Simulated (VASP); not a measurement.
Crystal: VO2.

```
V O
1.0
     4.53000    0.00000    0.00000
     0.00000    4.53000    0.00000
     0.00000    0.00000    2.86900
V O
2 4
Direct
  0.00000 0.00000 0.00000
  0.50000 0.50000 0.50000
  0.30500 0.30500 0.00000
  0.19500 0.80500 0.50000
  0.69500 0.69500 0.00000
  0.80500 0.19500 0.50000
```

```yaml
Program: VASP 6.6.1
Task: relaxation of cell and atoms
Functional: PBE
Potentials_or_basis: VASP PAW PBE potentials, release 64 (V_sv, O)
Cutoff: 600 eV
k_mesh: 6 × 6 × 10
Occupations: gaussian, width 0.05 eV
Spin: no spin polarisation
```

At the start: pressure 2.8 GPa; volume 9.81 Å³/atom.

Question: How do energy, volume and symmetry change on relaxing?

Answer: Over 7 steps the energy falls by 17.1 meV/atom and the volume is 9.88 Å³/atom (+0.7 %); space group P4_2/mnm (No. 136, to 0.05 Å).

The path:
| step | energy change (eV) | largest force (eV/Å) | pressure (GPa) | volume (Å³) |
| --- | --- | --- | --- | --- |
| 1 | 0.0000 | 0.5652 | 2.82 | 58.87 |
| 2 | -0.0680 | 0.0350 | -4.13 | 60.35 |
| 3 | -0.0680 | 0.0349 | -4.13 | 60.35 |
| 4 | -0.1007 | 0.0077 | 1.17 | 58.97 |
| 5 | -0.1028 | 0.0138 | 0.12 | 59.23 |
| 6 | -0.1027 | 0.0144 | 0.03 | 59.25 |
| 7 | -0.1028 | 0.0035 | -0.07 | 59.27 |

Final structure:
```xyz
6
Lattice="4.6174 0.0000 0.0000 0.0000 4.6174 0.0000 0.0000 0.0000 2.7800" Properties=species:S:1:pos:R:3 pbc="T T T"
V     4.6174    0.0000    0.0000
V     2.3087    2.3087    1.3900
O     1.3781    1.3781    0.0000
O     0.9306    3.6868    1.3900
O     3.2393    3.2393    2.7800
O     3.6868    0.9306    1.3900
```

Caveat: the run has no spin polarisation, though such a crystal can be magnetic.
